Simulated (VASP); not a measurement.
Wanted: the native input for a VASP 6.6.1 run.

- Task: single point
- Functional: PBE
- Potentials or basis: VASP PAW PBE potentials, release 64 (Cd, Sn_d)
- Cutoff: 520 eV
- k mesh: 12 × 12 × 12
- Occupations: gaussian, width 0.1 eV
- Spin: no spin polarisation
- Dipole correction: no
- Further INCAR settings: ALGO = Fast; EDIFF = 1e-06; NBANDS = 26

The structure of Cd2Sn lies in POSCAR:

```
Cd2Sn
1.0
    1.6906464271      0.9760951698      7.6191811072
   -1.6906464271      0.9760951698      7.6191811072
    0.0000000000     -1.9521903396      7.6191811072
Cd Sn
2 1
Direct
    0.7809473814      0.7809473814      0.7809473814
    0.2190526186      0.2190526186      0.2190526186
    0.0000000000      0.0000000000      0.0000000000
```

One way to write it, as run:

INCAR

```
SYSTEM = Cd2Sn
PREC = Accurate ; ENCUT = 520
EDIFF = 1E-6 ; ISMEAR = 0
SIGMA = 0.1 ; LREAL = .False.
LASPH = .True. ; NELM = 60
ALGO = Fast ; ISIF = 2
LWAVE = .False. ; LCHARG = .False.
GGA = PE ; NBANDS = 26
```

KPOINTS

```
Automatic mesh
0
Gamma
  12 12 12
  0 0 0
```

Potentials or basis: VASP PAW PBE potentials, release 64 (Cd, Sn_d).

Command:

```sh
$ cat potpaw_PBE.64/Cd/POTCAR potpaw_PBE.64/Sn_d/POTCAR > POTCAR
$ mpirun -np 1 vasp_std > vasp.out
```

Results of the run:

```yaml
Pressure: 0.1 GPa
Largest_force: 0.009 eV/Å
Band_gap_on_the_k_mesh: zero (bands 19 and 20 overlap by 3.74 eV)
```

Caveat: spin-orbit coupling is left out, which moves the levels of the heavy elements.

Wall time 45 min on 1 thread of Oxide Virtual Turin-like Processor, with other jobs on the host, peak memory 0.68 GiB.
